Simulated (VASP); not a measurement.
# Ca (Pm-3m) in VASP: further runs

Runs on Ca. Level: PBE+D3(BJ). Tasks: single point.

Everything below comes from runs of VASP 6.6.1. Logs are shortened: lines on timing, memory, paths and dates and some standing lists are left out, and cuts for length are marked.

### 1 The cell of the first run

Symmetry: Pm-3m, No. 221, cubic system. Conventional cell: a = 3.471 Å, b = 3.471 Å, c = 3.471 Å, α = 90.00°, β = 90.00°, γ = 90.00°. Ca (site symmetry m-3m) has 6 Ca at 3.47 Å within 4.6 Å.

### 2 Single point, PBE+D3(BJ)

Input file INCAR:

```
SYSTEM = Ca
PREC = Accurate ; ENCUT = 520
EDIFF = 1E-6 ; ISMEAR = 1
SIGMA = 0.1 ; LREAL = .FALSE.
LASPH = .TRUE. ; NELM = 80
ALGO = Normal ; ISIF = 2
LWAVE = .FALSE. ; LCHARG = .FALSE.
GGA = PE ; IVDW = 12
NBANDS = 11
```

Input file KPOINTS:

```
regular mesh
0
G
  6 6 6
  0 0 0
```

Input file POSCAR:

```
Ca
1.0
    3.4714554192      0.0000000000      0.0000000000
    0.0000000000      3.4714554192      0.0000000000
    0.0000000000      0.0000000000      3.4714554192
Ca
1
Direct
    0.0000000000      0.0000000000      0.0000000000
```

Potentials or basis: VASP PAW PBE potentials, release 64 (Ca_sv).

On the command line:

```bash
> cat potpaw_PBE.64/Ca_sv/POTCAR > POTCAR
> mpirun -np 1 vasp_std > vasp.out
```

OUTCAR:

```text
SYSTEM = Ca
   PREC = Accurate
   ENCUT = 520
   EDIFF = 1E-6
   ISMEAR = 1
   LREAL = .FALSE.
   LASPH = .TRUE.
   NELM = 80
   ISIF = 2
   GGA = PE
   IVDW = 12
 IVDW          = 12

 ion  position               nearest neighbor table
   1  0.000  0.000  0.000-

  LATTYP: Found a simple cubic cell.
 ALAT       =     3.4714554192

  Lattice vectors:

 A1 = (   3.4714554192,   0.0000000000,   0.0000000000)
 A2 = (   0.0000000000,   3.4714554192,   0.0000000000)
 A3 = (   0.0000000000,   0.0000000000,   3.4714554192)

Analysis of symmetry for initial positions (statically):
=====================================================================
 Subroutine PRICEL returns:
 Original cell was already a primitive cell.

 Routine SETGRP: Setting up the symmetry group for a
 simple cubic supercell.

 Subroutine GETGRP returns: Found 48 space group operations
 (whereof 48 operations were pure point group operations)
 out of a pool of 48 trial point group operations.

The static configuration has the point symmetry O_h .

Analysis of symmetry for dynamics (positions and initial velocities):
=====================================================================
 Subroutine PRICEL returns:
 Original cell was already a primitive cell.

 Routine SETGRP: Setting up the symmetry group for a
 simple cubic supercell.

 Subroutine GETGRP returns: Found 48 space group operations
 (whereof 48 operations were pure point group operations)
 out of a pool of 48 trial point group operations.

The dynamic configuration has the point symmetry O_h .

 Subroutine INISYM returns: Found 48 space group operations
 (whereof 48 operations are pure point group operations),
 and found     1 'primitive' translations

----------------------------------------------------------------------------------------

                                     Primitive cell

  volume of cell :      41.8345

  direct lattice vectors                    reciprocal lattice vectors
     3.471455419  0.000000000  0.000000000     0.288063616  0.000000000  0.000000000
     0.000000000  3.471455419  0.000000000     0.000000000  0.288063616  0.000000000
     0.000000000  0.000000000  3.471455419     0.000000000  0.000000000  0.288063616

  length of vectors
     3.471455419  3.471455419  3.471455419     0.288063616  0.288063616  0.288063616

  position of ions in fractional coordinates (direct lattice)
[... 77 lines left out ...]
   NFREE  =      0    steps in history (QN), initial steepest desc. (CG)
   ISIF   =      2    stress and relaxation
   ISYM   =      2    0-nonsym 1-usesym 2-fastsym
   POTIM  = 0.5000    time-step for ionic-motion
   TEBEG  =    0.0;   TEEND  =   0.0 temperature during run
   PSTRESS=    0.0 pullay stress
   NELECT =      10.0000    total number of electrons
   NUPDOWN=      -1.0000    fix difference up-down
   EMIN   =  10.00;   EMAX   =-10.00  energy-range for DOS
   EFERMI =   0.00;   METHOD = LEGACY
   ISMEAR =     1;   SIGMA  =   0.10  broadening in eV -4-tet -1-fermi 0-gaus
   EFERMI_NEDOS =   21; number of points for ismear=-14 and -15
   IALGO  =     38    algorithm
   IMIX   =      4    mixing-type and parameters
     AMIX     =   0.40;   BMIX     =  1.00
     AMIX_MAG =   1.60;   BMIX_MAG =  1.00
  volume/ion in A,a.u.               =      41.83       282.31
  Fermi-wavevector in a.u.,A,eV,Ry     =   1.016007  1.919974 14.044881  1.032270
  Thomas-Fermi vector in A             =   2.149325
   LORBIT       =      0    0 simple, 1 ext, 2 COOP (PROOUT), +10 PAW based schemes
   GGA     = PE    functional components
   LHFCALC =     F    Hartree Fock is set to
   AEXX    =    0.0000 exact exchange contribution
   IVDW    =    12    specifies the selected vdW correction
   LEPSILON=     F    determine dielectric tensor
   LRPA    =     F    only Hartree local field effects (RPA)
 non-spin polarized calculation
 Methfessel and Paxton  Order N= 1 SIGMA  =   0.10
  energy-cutoff  :      520.00
  volume of cell :       41.83
 maximum number of plane-waves:      1146
 NGX is ok and might be reduce to    28
   NGX = 13   NGY = 13   NGZ = 13

 number of electron      10.0000000 magnetization

 Free energy of the ion-electron system (eV)
  ---------------------------------------------------
  ext. energy  EPLUGINS =         0.00000000
  ---------------------------------------------------
  free energy    TOTEN  =        -1.53739500 eV

  energy without entropy =       -1.53605759  energy(sigma->0) =       -1.53694920

 E-fermi :   1.6889     XC(G=0):  -7.7438

 val. band max:        1.6550285056   @ k =   0.5000   0.3333   0.1667
 cond. band min:       1.6939103220   @ k =   0.5000   0.5000   0.1667
 fundamental gap:      0.0388818163
 Fermi energy:         1.6888813022

 k-point     1 :       0.0000    0.0000    0.0000
  band No.  band energies     occupation
      1     -40.2801      2.00000
      2     -21.1588      2.00000
      3     -21.1588      2.00000
      4     -21.1588      2.00000
      5      -1.9928      2.00000
      6       2.7111     -0.00000
      7       2.7111     -0.00000
      8       6.0730      0.00000
      9       6.0730      0.00000
     10       6.0730      0.00000
     11      10.7062      0.00000
[... 253 lines left out ...]
 k-point    20 :       0.5000    0.5000    0.5000
  band No.  band energies     occupation
      1     -40.2189      2.00000
      2     -21.3344      2.00000
      3     -21.3344      2.00000
      4     -21.3344      2.00000
      5       2.5617     -0.00000
      6       2.5617     -0.00000
      7       2.5617     -0.00000
      8       6.8524      0.00000
      9       6.8524      0.00000
     10       7.5969      0.00000
     11       7.5970      0.00000

------------------------ aborting loop because EDIFF is reached ----------------------------------------

 Edisp (eV)   -0.23272

 E8    (eV) :    -0.1179

  FORCE on cell =-STRESS in cart. coord.  units (eV):
  Direction    XX          YY          ZZ          XY          YZ          ZX
  --------------------------------------------------------------------------------------
  -------------------------------------------------------------------------------------
  Total      -0.02218    -0.02218    -0.02218     0.00000    -0.00000    -0.00000
  in kB      -0.84932    -0.84932    -0.84932     0.00000    -0.00000    -0.00000
  external pressure =       -0.85 kB  Pullay stress =        0.00 kB

 VOLUME and BASIS-vectors are now :
 -----------------------------------------------------------------------------
  energy-cutoff  :      520.00
  volume of cell :       41.83
      direct lattice vectors                 reciprocal lattice vectors
     3.471455419  0.000000000  0.000000000     0.288063616  0.000000000  0.000000000
     0.000000000  3.471455419  0.000000000     0.000000000  0.288063616  0.000000000
     0.000000000  0.000000000  3.471455419     0.000000000  0.000000000  0.288063616

 POSITION                                       TOTAL-FORCE (eV/Angst)
 -----------------------------------------------------------------------------------
      0.00000      0.00000      0.00000         0.000000      0.000000      0.000000
 -----------------------------------------------------------------------------------
    total drift:                                0.000000      0.000000     -0.000000

  FREE ENERGIE OF THE ION-ELECTRON SYSTEM (eV)
  ---------------------------------------------------
  free  energy   TOTEN  =        -1.7701135403 eV

  energy  without entropy=       -1.7687761303  energy(sigma->0) =       -1.76966774
```

Run time: 21 s. Hardware: 1 thread of AMD EPYC 7R13 (Zen 3), shared host; peak memory 0.13 GiB.

What came out:

```yaml
Free_energy: -1.7701 eV
Pressure: -0.1 GPa
Band_gap_on_the_k_mesh: zero (band 5 reaches 2.56 eV, above the bottom of band 6 at 1.41 eV)
Dispersion_energy_per_atom: -0.233 eV
```

Caveat: three body term missing; pairwise dispersion overbinds metals, which lowers pressure and volume.

### 3 Single point, PBE+D3(BJ)

This run uses another cell than the first one, of 46.87 Å³/atom, 1.120 times its volume.

Input file INCAR:

```
SYSTEM = Ca
  PREC = Accurate
  ENCUT = 520
  EDIFF = 1E-7
  ISMEAR = 1
  SIGMA = 0.1
  LREAL = .FALSE.
  LASPH = .TRUE.
  NELM = 100
  ALGO = Normal
  ISIF = 2
  LWAVE = .FALSE.
  LCHARG = .TRUE.
  GGA = PE
  IVDW = 12
  LELF = .TRUE.
  LVHAR = .TRUE.
  NBANDS = 11
```

Input file KPOINTS:

```
Automatic mesh
0
G
  6 6 6
  0 0 0
```

Input file POSCAR:

```
Ca
1.0
    3.6054417726      0.0000000000      0.0000000000
    0.0000000000      3.6054417726      0.0000000000
    0.0000000000      0.0000000000      3.6054417726
Ca
1
Direct
    0.0000000000      0.0000000000      0.0000000000
```

Potentials or basis: VASP PAW PBE potentials, release 64 (Ca_sv).

On the command line:

```bash
> cat potpaw_PBE.64/Ca_sv/POTCAR > POTCAR
> mpirun -np 1 vasp_std > vasp.out
```

It took 17 s on 1 thread of AMD EPYC 7R13 (Zen 3), shared host; peak memory 0.13 GiB.

It converged, with:

- Free energy: -1.7442 eV
- Pressure: -1.5 GPa
- Band gap on the k mesh: zero (band 5 reaches 2.19 eV, above the bottom of band 6 at 0.95 eV)
- Dispersion energy per atom: -0.206 eV

Levels at points of the mesh, in eV from the Fermi level:
```csv
k point,band 2,band 3,band 4,band 5,band 6,band 7,band 8,band 9
"(0.00, 0.00, 0.00)",-23.19,-23.19,-23.19,-3.61,0.93,0.93,3.90,3.90
"(0.50, 0.00, 0.00)",-23.35,-23.18,-23.18,-1.12,-0.42,1.38,2.80,2.80
"(0.50, 0.50, 0.00)",-23.33,-23.33,-23.16,-0.15,0.91,2.22,2.22,3.06
"(0.50, 0.50, 0.50)",-23.31,-23.31,-23.31,0.82,0.82,0.82,4.58,4.58
```

Caveat: three body term missing; pairwise dispersion overbinds metals, which lowers pressure and volume.
